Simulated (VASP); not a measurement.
Here is a VASP 6.6.1 calculation.

POSCAR

```
MgO
1.0
    0.0000000000      2.1433978412      2.1433978412
    2.1433978412      0.0000000000      2.1433978412
    2.1433978412      2.1433978412      0.0000000000
Mg O
1 1
Direct
    0.0000000000      0.0000000000      0.0000000000
    0.5000000000      0.5000000000      0.5000000000
```

INCAR.step1

```
PREC = Accurate ; ENCUT = 660
ISMEAR = 0 ; SIGMA = 0.02
LREAL = F ; LASPH = T
NELM = 120 ; NBANDS = 11
GGA = PE ; ALGO = Normal
EDIFF = 1E-5 ; LWAVE = T
LCHARG = F ; GGA_COMPAT = F
```

File INCAR.step2:

```
PREC = Accurate ; ENCUT = 660
EDIFF = 1E-6 ; ISMEAR = 0
SIGMA = 0.02 ; LREAL = F
LASPH = T ; NELM = 120
ALGO = Normal ; ISIF = 2
LWAVE = F ; LCHARG = F
METAGGA = R2SCAN ; LMIXTAU = T
NBANDS = 11 ; ISTART = 1
GGA_COMPAT = F
```

Contents of KPOINTS:

```
regular mesh
0
Gamma
  10 10 10
```

Potentials or basis: VASP PAW PBE potentials, release 64 (Mg, O).

Command:

```bash
$ cat potpaw_PBE.64/Mg/POTCAR potpaw_PBE.64/O/POTCAR > POTCAR
$ cp INCAR.step1 INCAR
$ mpirun -np 1 vasp_std > vasp.out
$ cp INCAR.step2 INCAR
$ mpirun -np 1 vasp_std > vasp.out
```

Question: Predict the band gap on the k mesh.

Answer: 5.09 eV, direct.

Question: Predict the pressure.

Answer: -10.0 GPa.

Caveat: the PAW data sets were made with another functional, which shifts forces and pressure a little.
